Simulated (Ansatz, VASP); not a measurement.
# One calculation of BP, two programs

INCAR

```
SYSTEM = BP
PREC = Accurate ; ENCUT = 500
EDIFF = 1E-6 ; ISMEAR = 0
SIGMA = 0.01 ; LREAL = .FALSE.
LASPH = .TRUE. ; NELM = 120
ALGO = Normal ; ISIF = 2
LWAVE = .FALSE. ; LCHARG = .FALSE.
GGA = PS ; NBANDS = 11
GGA_COMPAT = .FALSE.
```

The input KPOINTS:

```
regular mesh
0
G
  8 8 8
  0 0 0
```

File POSCAR:

```
BP
1.0
    0.0000000000      2.2601345582      2.2601345582
    2.2601345582      0.0000000000      2.2601345582
    2.2601345582      2.2601345582      0.0000000000
B P
1 1
Direct
    0.0000000000      0.0000000000      0.0000000000
    0.2500000000      0.2500000000      0.2500000000
```

Input for Ansatz:

```yaml
crystal:
  lattice:
    - [0.0, 2.2601345582, 2.2601345582]
    - [2.2601345582, 0.0, 2.2601345582]
    - [2.2601345582, 2.2601345582, 0.0]
  atoms:
    - { symbol: B, position: [0.0, 0.0, 0.0] }
    - { symbol: P, position: [0.25, 0.25, 0.25] }
basis: {}
kpoints:
  mp_grid: { grid: [8, 8, 8] }
  band_path:
    path:
      - [0.0, 0.0, 0.0]
      - [0.0, 0.0, 0.0]
      - [0.0, 0.0, 0.0]
      - [0.0, 0.0, 0.0]
      - [0.0, 0.0, 0.0]
      - [0.0, 0.0, 0.0]
      - [0.0, 0.0, 0.0]
      - [0.0, 0.0, 0.0]
      - [0.0, 0.0, 0.0]
      - [0.0, 0.0, 0.0]
      - [0.0, 0.0, 0.0]
      - [0.0, 0.0, 0.0]
      - [0.0, 0.0, 0.0]
      - [0.0, 0.0, 0.0]
      - [0.0, 0.0, 0.0]
      - [0.0, 0.0, 0.0]
      - [0.0, 0.0, 0.0]
      - [0.0, 0.0, 0.0]
      - [0.0, 0.0, 0.0]
      - [0.0, 0.0, 0.0]
      - [0.0, 0.0, 0.0]
      - [0.0, 0.0, 0.0]
      - [0.0, 0.0, 0.0]
      - [0.0, 0.0, 0.0]
      - [0.0, 0.0, 0.0]
      - [0.0, 0.0, 0.0]
      - [0.3, 0.3, 0.0]
      - [0.3166666667, 0.3166666667, 0.0]
      - [0.3333333333, 0.3333333333, 0.0]
      - [0.35, 0.35, 0.0]
      - [0.3666666667, 0.3666666667, 0.0]
      - [0.3833333333, 0.3833333333, 0.0]
      - [0.4, 0.4, 0.0]
      - [0.4166666667, 0.4166666667, 0.0]
      - [0.4333333333, 0.4333333333, 0.0]
      - [0.45, 0.45, 0.0]
      - [0.4666666667, 0.4666666667, 0.0]
      - [0.4833333333, 0.4833333333, 0.0]
      - [0.5, 0.5, 0.0]
      - [0.5, 0.5, 0.5]
      - [0.5, 0.5, 0.5]
      - [0.5, 0.5, 0.5]
      - [0.5, 0.5, 0.5]
      - [0.5, 0.5, 0.5]
      - [0.5, 0.5, 0.5]
      - [0.5, 0.5, 0.5]
      - [0.5, 0.5, 0.5]
      - [0.5, 0.5, 0.5]
      - [0.5, 0.5, 0.5]
      - [0.5, 0.5, 0.5]
      - [0.5, 0.5, 0.5]
      - [0.5, 0.5, 0.5]
    npoints: 1
hamiltonian:
  xc: pbesol
  pseudopotentials: { kind: all_electron, lapw: {} }
scf:
  occupations: { method: fixed }
  n_extra_bands: 5
output:
  eigenvalues: true
```

Alike in both runs: task single point; functional PBEsol; k mesh 8 × 8 × 8; no spin polarisation.

```csv
,VASP,Ansatz
version,VASP 6.6.1,Ansatz 0.2.0
potentials or method,"VASP PAW PBE potentials, release 64 (B, P), cutoff 500 eV","scalar-relativistic, all-electron LAPW"
occupations,"gaussian, width 0.01 eV",fixed
```

VASP gave:

| Quantity | Value |
| --- | --- |
| gap on the k mesh at the Fermi level (eV) | 1.15 |
| least direct gap on the mesh (eV) | 3.37 |

Q: What did Ansatz give for the same quantities?

A: gap on the k mesh at the Fermi level (eV): 1.16; least direct gap on the mesh (eV): 3.38.

VASP's potentials were made for PBE, not for PBEsol. Ansatz ran all-electron here, and VASP with PAW potentials.
